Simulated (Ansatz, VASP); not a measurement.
# ZnS: VASP beside Ansatz

```
Zn S
1.0
     0.00000    2.57282    2.57282
     2.57282    0.00000    2.57282
     2.57282    2.57282    0.00000
Zn S
1 1
Direct
  0.00000 0.00000 0.00000
  0.50000 0.50000 0.50000
```

Change from the starting cell: volume scaled by 1.025.

Alike in both runs: task single point; functional PBE; k mesh 15 × 15 × 15; occupations fermi-dirac, width 0.05 eV; no spin polarisation.

|  | VASP | Ansatz |
| --- | --- | --- |
| version | VASP 6.6.1 | Ansatz 0.2.0 |
| potentials or method | VASP PAW PBE potentials, release 64 (Zn, S), cutoff 520 eV | all-electron LAPW, scalar-relativistic |

```csv
,VASP,Ansatz,Ansatz less VASP
pressure (GPa),-1.9,-2.0,-0.06
```

Ansatz ran all-electron here, and VASP with PAW potentials.
